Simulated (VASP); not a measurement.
A run of VASP 6.6.1:

The input INCAR:

```
ALGO = Normal
EDIFF = 1E-6
ENCUT = 520
GGA = PS
ISIF = 2
ISMEAR = 0
LASPH = True
LCHARG = True
LELF = True
LREAL = False
LVHAR = True
LWAVE = False
NBANDS = 17
NELM = 80
PREC = Accurate
SIGMA = 0.05
```

The input KPOINTS:

```
k-points
0
Gamma
  8 8 8
```

POSCAR

```
SnSe
1.0
    0.0000000000      2.9727546651      2.9727546651
    2.9727546651      0.0000000000      2.9727546651
    2.9727546651      2.9727546651      0.0000000000
Sn Se
1 1
Direct
    0.0000000000      0.0000000000      0.0000000000
    0.5504582506      0.5504582506      0.4495417494
```

Potentials or basis: VASP PAW PBE potentials, release 64 (Sn_d, Se).

Command:

```bash
$ cat potpaw_PBE.64/Sn_d/POTCAR potpaw_PBE.64/Se/POTCAR > POTCAR
$ mpirun -np 1 vasp_std > vasp.out
```

Hardware: 1 thread of AMD EPYC 9R45 96-Core Processor (Zen 5) (shared host).

**Question.** How long does it take, and how much memory?

**Answer.** Wall time 28 s on 1 thread of AMD EPYC 9R45 96-Core Processor (Zen 5), with other jobs on the host, peak memory 0.18 GiB. Counts: scf iterations 12, k points 59.
